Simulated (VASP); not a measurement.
# MgMo (L11 type) in VASP: notebook, part 2 of 4

VASP 6.6.1. The steps go on from the part before.

**3. Electric field gradients, PBEsol (z stretched by +3 % at fixed volume)**

Contents of INCAR:

```
SYSTEM = MgMo
PREC = Accurate ; ENCUT = 520
EDIFF = 1E-8 ; ISMEAR = -1
SIGMA = 0.03 ; LREAL = .FALSE.
LASPH = .TRUE. ; NELM = 100
ALGO = Normal ; ISIF = 2
LWAVE = .FALSE. ; LCHARG = .FALSE.
GGA = PS ; LEFG = .TRUE.
NBANDS = 15
```

Contents of KPOINTS:

```
Automatic mesh
0
G
  13 13 13
  0 0 0
```

Contents of POSCAR:

```
MgMo
1.0
    1.3871980533     -0.8008991695      5.0225168399
    0.0000000000      1.6017983390      5.0225168399
   -1.3871980533     -0.8008991695      5.0225168399
Mg Mo
1 1
Direct
    0.0000000000      0.0000000000      0.0000000000
    0.5000000000      0.5000000000      0.5000000000
```

Potentials or basis: VASP PAW PBE potentials, release 64 (Mg, Mo_sv).

Started as:

```sh
> cat potpaw_PBE.64/Mg/POTCAR potpaw_PBE.64/Mo_sv/POTCAR > POTCAR
> mpirun -np 1 vasp_std > vasp.out
```

OUTCAR:

```text
SYSTEM = MgMo
   PREC = Accurate
   ENCUT = 520
   EDIFF = 1E-8
   ISMEAR = -1
   LREAL = .FALSE.
   LASPH = .TRUE.
   NELM = 100
   ISIF = 2
   GGA = PS

 ion  position               nearest neighbor table
   1  0.000  0.000  0.000-   2 2.98   2 2.98   2 2.98   2 2.98   2 2.98   2 2.98
   2  0.500  0.500  0.500-   1 2.98   1 2.98   1 2.98   1 2.98   1 2.98   1 2.98

  LATTYP: Found a trigonal (rhomboedric) cell.
 ALAT       =     5.2717580868
 COS(alpha) =     0.8615171505

  Lattice vectors:

 A1 = (   1.3871980533,  -0.8008991695,   5.0225168399)
 A2 = (   0.0000000000,   1.6017983390,   5.0225168399)
 A3 = (  -1.3871980533,  -0.8008991695,   5.0225168399)

Analysis of symmetry for initial positions (statically):
=====================================================================
 Subroutine PRICEL returns:
 Original cell was already a primitive cell.

 Routine SETGRP: Setting up the symmetry group for a
 trigonal (rhombohedral) supercell.

 Subroutine GETGRP returns: Found 12 space group operations
 (whereof 12 operations were pure point group operations)
 out of a pool of 12 trial point group operations.

The static configuration has the point symmetry D_3d.

Analysis of symmetry for dynamics (positions and initial velocities):
=====================================================================
 Subroutine PRICEL returns:
 Original cell was already a primitive cell.

 Routine SETGRP: Setting up the symmetry group for a
 trigonal (rhombohedral) supercell.

 Subroutine GETGRP returns: Found 12 space group operations
 (whereof 12 operations were pure point group operations)
 out of a pool of 12 trial point group operations.

The dynamic configuration has the point symmetry D_3d.

 Subroutine INISYM returns: Found 12 space group operations
 (whereof 12 operations are pure point group operations),
 and found     1 'primitive' translations

----------------------------------------------------------------------------------------

                                     Primitive cell

  volume of cell :      33.4803

  direct lattice vectors                    reciprocal lattice vectors
     1.387198053 -0.800899169  5.022516840     0.360438799 -0.208099437  0.066367788
     0.000000000  1.601798339  5.022516840     0.000000000  0.416198875  0.066367788
    -1.387198053 -0.800899169  5.022516840    -0.360438799 -0.208099437  0.066367788

  length of vectors
     5.271758087  5.271758087  5.271758087     0.421457218  0.421457218  0.421457218

  position of ions in fractional coordinates (direct lattice)
     0.000000000  0.000000000  0.000000000
     0.500000000  0.500000000  0.500000000

  ion indices of the primitive-cell ions
   primitive index   ion index
                 1           1
                 2           2

----------------------------------------------------------------------------------------

 KPOINTS: Automatic mesh

[... 83 lines left out ...]
   EFERMI_NEDOS =   21; number of points for ismear=-14 and -15
   IALGO  =     38    algorithm
   IMIX   =      4    mixing-type and parameters
     AMIX     =   0.40;   BMIX     =  1.00
     AMIX_MAG =   1.60;   BMIX_MAG =  1.00
  volume/ion in A,a.u.               =      16.74       112.97
  Fermi-wavevector in a.u.,A,eV,Ry     =   1.279927  2.418711 22.289240  1.638213
  Thomas-Fermi vector in A             =   2.412384
   LORBIT       =      0    0 simple, 1 ext, 2 COOP (PROOUT), +10 PAW based schemes
   GGA     = PS    functional components
   LHFCALC =     F    Hartree Fock is set to
   AEXX    =    0.0000 exact exchange contribution
   IVDW    =     0    specifies the selected vdW correction
   LEPSILON=     F    determine dielectric tensor
   LRPA    =     F    only Hartree local field effects (RPA)
 non-spin polarized calculation
  energy-cutoff  :      520.00
  volume of cell :       33.48
 maximum number of plane-waves:       914
   NGX = 19   NGY = 19   NGZ = 19

 number of electron      16.0000002 magnetization

 Free energy of the ion-electron system (eV)
  ---------------------------------------------------
  ext. energy  EPLUGINS =         0.00000000
  ---------------------------------------------------
  free energy    TOTEN  =       -12.48581835 eV

  energy without entropy =      -12.47909634  energy(sigma->0) =      -12.48245734

 E-fermi :   7.5974     XC(G=0): -11.3625

 val. band max:        7.5966344335   @ k =  -0.1538   0.1538   0.1538
 cond. band min:       7.6003320847   @ k =   0.3846   0.3846   0.0769
 fundamental gap:      0.0036976513
 Fermi energy:         7.5973565161

 k-point     1 :       0.0000    0.0000    0.0000
  band No.  band energies     occupation
      1     -53.0599      2.00000
      2     -27.2793      2.00000
      3     -26.4562      2.00000
      4     -26.4562      2.00000
      5       0.0763      2.00000
      6       3.6616      2.00000
      7       6.3406      2.00000
      8       7.3282      1.99975
      9       7.3282      1.99975
     10       9.9233      0.00000
     11       9.9233      0.00000
     12      10.7488      0.00000
     13      21.6321      0.00000
     14      21.8747      0.00000
[... 401 lines left out ...]
      2     -27.4486      2.00000
      3     -27.1039      2.00000
      4     -26.8441      2.00000
      5       3.9165      2.00000
      6       4.7281      2.00000
      7       5.6861      2.00000
      8       7.3548      1.99938
      9       7.9290      0.00003
     10       9.8665      0.00000
     11      11.8407      0.00000
     12      12.7439      0.00000
     13      15.4084      0.00000
     14      17.1985      0.00000
     15      18.8451      0.00000

 [... further k-points ...]

------------------------ aborting loop because EDIFF is reached ----------------------------------------

  FORCE on cell =-STRESS in cart. coord.  units (eV):
  Direction    XX          YY          ZZ          XY          YZ          ZX
  --------------------------------------------------------------------------------------
  -------------------------------------------------------------------------------------
  Total        1.0365944      1.0365944     -1.2931867     -0.0000000      0.0000000      0.0000000
  in kB       49.6055723     49.6055723    -61.8846382     -0.0000000      0.0000000      0.0000000
  external PRESSURE =      12.4421688 kB  Pullay stress =       0.0000000 kB

 VOLUME and BASIS-vectors are now :
 -----------------------------------------------------------------------------
  energy-cutoff  :      520.00
  volume of cell :       33.48
      direct lattice vectors                 reciprocal lattice vectors
     1.387198053 -0.800899169  5.022516840     0.360438799 -0.208099437  0.066367788
     0.000000000  1.601798339  5.022516840     0.000000000  0.416198875  0.066367788
    -1.387198053 -0.800899169  5.022516840    -0.360438799 -0.208099437  0.066367788

 POSITION                                       TOTAL-FORCE (eV/Angst)
 -----------------------------------------------------------------------------------
      0.00000      0.00000      0.00000         0.000000      0.000000     -0.000000
      0.00000      0.00000      7.53378        -0.000000     -0.000000      0.000000
 -----------------------------------------------------------------------------------
    total drift:                                0.000000      0.000000      0.000000

  FREE ENERGIE OF THE ION-ELECTRON SYSTEM (eV)
  ---------------------------------------------------
  free  energy   TOTEN  =       -12.4858183455 eV

  energy  without entropy=      -12.4790963352  energy(sigma->0) =      -12.48245734

 Electric field gradients (V/A^2)
---------------------------------------------------------------------
 ion       V_xx      V_yy      V_zz      V_xy      V_xz      V_yz
---------------------------------------------------------------------
   1       4.215     4.215    -8.430    -0.000     0.000     0.000
   2     -60.814   -60.814   121.627    -0.000    -0.000     0.000
---------------------------------------------------------------------

 Electric field gradients after diagonalization (V/A^2)
 (convention: |V_zz| > |V_xx| > |V_yy|)
----------------------------------------------------------------------
 ion       V_xx      V_yy      V_zz     asymmetry (V_yy - V_xx)/ V_zz
----------------------------------------------------------------------
   1       4.215     4.215    -8.430       0.000
   2     -60.814   -60.814   121.627       0.000
----------------------------------------------------------------------

           NMR quadrupolar parameters

 Cq : quadrupolar parameter    Cq=e*Q*V_zz/h
 eta: asymmetry parameters     (V_yy - V_xx)/ V_zz
 Q  : nuclear electric quadrupole moment in mb (millibarn)
----------------------------------------------------------------------
 ion       Cq(MHz)       eta       Q (mb)
----------------------------------------------------------------------
   1      -0.020       0.000       1.000
   2       0.294       0.000       1.000
----------------------------------------------------------------------
```

It took 6.3 min on 1 thread of Intel Xeon Platinum 8259CL at 2.50GHz (Skylake/Cascade Lake), shared host; peak memory 0.32 GiB.

Results:

- Free energy: -12.4858 eV
- Pressure: 1.2 GPa
- Band gap on the k mesh: zero (band 8 reaches 8.70 eV, above the bottom of band 9 at 7.06 eV)

Levels at points of the mesh, in eV from the Fermi level:
| k point | band 6 | band 7 | band 8 | band 9 | band 10 | band 11 |
| --- | --- | --- | --- | --- | --- | --- |
| (0.00, 0.00, 0.00) | -3.94 | -1.26 | -0.27 | -0.27 | 2.33 | 2.33 |

Electric field gradients, principal values (V/Å²):
```
atom    least   middle  greatest (by size)
1 Mg    4.215    4.215              -8.430
2 Mo  -60.814  -60.814             121.627
```

Caveat: without QUAD_EFG the Cq values of the log hold for a quadrupole moment of 1 mb, not for the nuclei; the PAW data sets were made with another functional, which shifts forces and pressure a little.

[end of part 2 of 4]
